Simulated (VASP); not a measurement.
Input of a VASP 6.6.1 run:

The input INCAR:

```
PREC = Accurate ; ENCUT = 520
EDIFF = 1E-6 ; ISMEAR = 0
SIGMA = 0.01 ; LREAL = F
LASPH = T ; NELM = 80
ALGO = Normal ; ISIF = 2
LWAVE = F ; LCHARG = F
GGA = PE ; NBANDS = 18
```

File KPOINTS:

```
regular mesh
0
Gamma
  6 6 6
```

File POSCAR:

```
HfO2
1.0
   -0.1418349394      2.4885146726      2.4885146726
    2.4885146726     -0.1418349394      2.4885146726
    2.4885146726      2.4885146726     -0.1418349394
Hf O
1 2
Direct
    0.0000000000      0.0000000000      0.0000000000
    0.2546650089      0.2546650089      0.2546650089
    0.7453349911      0.7453349911      0.7453349911
```

Potentials or basis: VASP PAW PBE potentials, release 64 (Hf_pv, O).

The run is started by

```console
$ cat potpaw_PBE.64/Hf_pv/POTCAR potpaw_PBE.64/O/POTCAR > POTCAR
$ mpirun -np 1 vasp_std > vasp.out
```

Problem. What does it give for the band gap on the k mesh?

Solution. 3.78 eV.

Problem. Predict the largest force.

Solution. 0.016 eV/Å.

Stress tensor (GPa, compression positive):
```
-5.32  3.68  3.68
 3.68 -5.32  3.68
 3.68  3.68 -5.32
```

Caveat: the cell differs from its parent crystal (epitaxial 111 strain +4.0%); the cell stands under tension; spin-orbit coupling is left out, which moves the levels of the heavy elements. A k mesh can miss the band edges.
